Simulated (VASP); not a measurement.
# CoSi2: single point with PBEsol

Crystal: CoSi2.

```
Co Si
1.0
     2.77579    2.77579    0.00000
    -2.62637    2.62637    0.00000
     0.00000    0.00000    5.25274
Co Si
2 4
Direct
  0.00000 0.00000 0.00000
  0.50000 0.50000 0.50000
  0.00000 0.50000 0.74589
  0.50000 0.00000 0.75411
  0.50000 0.00000 0.24589
  0.00000 0.50000 0.25411
```

This cell differs from its parent crystal: uniaxial strain along a: +4.5 %.

| Quantity | Value |
| --- | --- |
| Program | VASP 6.6.1 |
| Task | single point |
| Functional | PBEsol |
| Potentials or basis | VASP PAW PBE potentials, release 64 (Co, Si) |
| Cutoff | 520 eV |
| k mesh | 10 × 10 × 8 |
| Occupations | gaussian, width 0.1 eV |
| Spin | no spin polarisation |

```yaml
Pressure: -3.6 GPa
Largest_force: 0.182 eV/Å
Band_gap_on_the_k_mesh: zero (band 17 reaches 11.58 eV, above the bottom of band 18 at 8.72 eV)
```

Forces in eV/Å, atoms in the order of the input:
```
Co   0.000  0.000  0.000
Co   0.000  0.000  0.000
Si   0.000  0.000 -0.182
Si   0.000  0.000  0.182
Si   0.000  0.000 -0.182
Si   0.000  0.000  0.182
```

Stress tensor (GPa, compression positive):
```
-4.79 -6.95  0.00
-6.95 -4.79  0.00
 0.00  0.00 -1.09
```

Levels at points of the mesh, in eV from the Fermi level:
```csv
k point,band 14,band 15,band 16,band 17,band 18,band 19,band 20,band 21
"(0.00, 0.00, 0.00)",-1.84,-1.34,0.71,1.38,2.89,2.93,3.13,3.33
"(0.50, 0.00, 0.00)",-1.52,-0.96,-0.96,0.40,0.40,2.70,2.70,4.62
"(0.00, 0.50, 0.00)",-1.50,-1.05,-1.05,0.08,0.08,1.98,1.98,4.08
"(0.50, 0.50, 0.00)",-1.91,-1.90,-1.90,-1.31,-1.31,1.67,1.67,2.92
"(0.00, 0.00, 0.50)",-0.47,-0.14,-0.14,-0.04,-0.04,1.27,1.27,3.32
"(0.50, 0.00, 0.50)",-1.61,-0.41,-0.41,-0.18,-0.18,2.96,2.96,3.51
"(0.00, 0.50, 0.50)",-1.58,-0.86,-0.86,-0.37,-0.37,2.49,2.49,3.07
"(0.50, 0.50, 0.50)",-2.06,-1.46,-1.46,-0.62,-0.62,3.80,3.80,3.82
```

Wall time 10 min on 1 thread of AMD EPYC 7R43 64-Core Processor (Zen 3), with other jobs on the host, peak memory 0.36 GiB.

Caveat: the cell differs from its parent crystal (uniaxial strain along a: +4.5 %); the PAW data sets were made with another functional, which shifts forces and pressure a little. Spin polarisation is off, so any magnetic state and its effect on volume and gap are missing.
